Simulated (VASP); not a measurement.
Wanted: the native input for a VASP 6.6.1 run.

```yaml
Task: single point
Functional: PBE
Potentials_or_basis: VASP PAW PBE potentials, release 64 (Ta_pv, Si)
Cutoff: 520 eV
k_mesh: 4 × 4 × 4
Occupations: gaussian, width 0.1 eV
Spin: no spin polarisation
Dipole_correction: no
Further_INCAR_settings: ALGO = Normal; EDIFF = 1e-07; NBANDS = 38
```

The structure of Ta5Si lies in POSCAR:

```
Ta5Si
1.0
    0.0000000000      3.8288205413      3.8288205413
    3.8288205413      0.0000000000      3.8288205413
    3.8288205413      3.8288205413      0.0000000000
Ta Si
5 1
Direct
    0.2500000000      0.2500000000      0.2500000000
    0.1271809287      0.6242730238      0.6242730238
    0.6242730238      0.6242730238      0.6242730238
    0.6242730238      0.1271809287      0.6242730238
    0.6242730238      0.6242730238      0.1271809287
    0.0000000000      0.0000000000      0.0000000000
```

The cell was built from a structure type or drawn by symmetry, and may not be a known phase.

The input as run:

INCAR

```
SYSTEM = Ta5Si
ALGO     = Normal         ! electronic algorithm
EDIFF    = 1E-7           ! SCF threshold, eV
ENCUT    = 520            ! plane-wave cutoff, eV
GGA      = PE             ! functional
ISIF     = 2              ! what is computed and relaxed
ISMEAR   = 0              ! smearing method
LASPH    = .TRUE.         ! aspherical terms in the spheres
LCHARG   = .FALSE.        ! write CHGCAR
LREAL    = .FALSE.        ! projectors in reciprocal space
LWAVE    = .FALSE.        ! write WAVECAR
NBANDS   = 38             ! bands
NELM     = 60             ! most SCF steps
PREC     = Accurate       ! precision mode
SIGMA    = 0.1            ! smearing width, eV
```

KPOINTS

```
k-points
0
G
  4 4 4
  0 0 0
```

Potentials or basis: VASP PAW PBE potentials, release 64 (Ta_pv, Si).

The run is started by

```bash
$ cat potpaw_PBE.64/Ta_pv/POTCAR potpaw_PBE.64/Si/POTCAR > POTCAR
$ mpirun -np 1 vasp_std > vasp.out
```

Results of the run:

```yaml
Pressure: 0.3 GPa
Largest_force: 0.022 eV/Å
Band_gap_on_the_k_mesh: zero (an odd number of electrons rules out a gap without spin polarisation)
```

Caveat: spin-orbit coupling is left out, which moves the levels of the heavy elements.

Run time: 79 s on 1 thread of Intel Xeon 8259CL (shared host), peak memory 0.25 GiB.
